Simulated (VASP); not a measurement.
ZnCu:

```xyz
2
Lattice="2.9450 0.0000 0.0000 0.0000 2.9450 0.0000 0.0000 0.0000 2.9450" Properties=species:S:1:pos:R:3 pbc="T T T"
Zn    1.4725    1.4725    1.4725
Cu    0.0000    0.0000    0.0000
```

- Program: VASP 6.6.1
- Task: relaxation of cell and atoms
- Functional: PBEsol
- Dispersion: D3(BJ)
- Potentials or basis: VASP PAW PBE potentials, release 64 (Zn, Cu_sv_GW)
- Cutoff: 820 eV
- k mesh: 9 × 9 × 9
- Occupations: fermi-dirac, width 0.05 eV
- Spin: no spin polarisation

At the start: pressure -10.5 GPa; volume 12.77 Å³/atom.

How do energy, volume and symmetry change on relaxing?

Over 3 steps the energy falls by 34.1 meV/atom and the volume is 11.81 Å³/atom (-7.6 %); space group Pm-3m (No. 221, to 0.1 Å) before and after.

The path:
| step | energy change (eV) | largest force (eV/Å) | pressure (GPa) | volume (Å³) |
| --- | --- | --- | --- | --- |
| 1 | 0.0000 | 0.0000 | -10.45 | 25.54 |
| 2 | -0.0442 | 0.0000 | 7.85 | 22.58 |
| 3 | -0.0683 | 0.0000 | -0.03 | 23.61 |

Final structure:
```cif
data_structure
_symmetry_space_group_name_H-M 'P 1'
_symmetry_Int_Tables_number 1
_cell_length_a 2.8688
_cell_length_b 2.8688
_cell_length_c 2.8688
_cell_angle_alpha 90.000
_cell_angle_beta 90.000
_cell_angle_gamma 90.000
_cell_volume 23.61
loop_
_atom_site_label
_atom_site_type_symbol
_atom_site_fract_x
_atom_site_fract_y
_atom_site_fract_z
_atom_site_occupancy
Zn1 Zn 0.50000 0.50000 0.50000 1
Cu1 Cu 0.00000 0.00000 0.00000 1
```

Caveat: the PAW data sets were made with another functional, which shifts forces and pressure a little.
